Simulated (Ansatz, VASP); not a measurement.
## One calculation of SiC, two programs

```
CELL_PARAMETERS angstrom
0.00000 2.16453 2.16453
2.16453 0.00000 2.16453
2.16453 2.16453 0.00000
ATOMIC_POSITIONS crystal
Si 0.75000 0.75000 0.75000
C 0.00000 0.00000 0.00000
```

Alike in both runs: functional LDA; k mesh 16 × 16 × 16; occupations gaussian, width 0.02 eV; no spin polarisation.

Ansatz relaxed the structure, and its values are those at the end. VASP's run is a single point on that final structure, the one shown.

```csv
,VASP,Ansatz
version,VASP 6.6.1,Ansatz 0.2.0
potentials or method,"VASP PAW LDA potentials, release 64 (Si, C), cutoff 520 eV","scalar-relativistic, plane waves, PAW"
valence electrons in the cell,8,8
```

|  | VASP | Ansatz | Ansatz less VASP |
| --- | --- | --- | --- |
| gap on the k mesh at the Fermi level (eV) | 1.29 | 1.30 | +0.013 |
| least direct gap on the mesh (eV) | 4.52 | 4.54 | +0.018 |
| pressure (GPa) | 0.4 | 0.0 | -0.40 |

Ansatz warns that its potentials were made for another functional, while VASP's fit it. LDA's correlation is that of Perdew and Zunger in VASP and of Perdew and Wang (1992) in Ansatz.
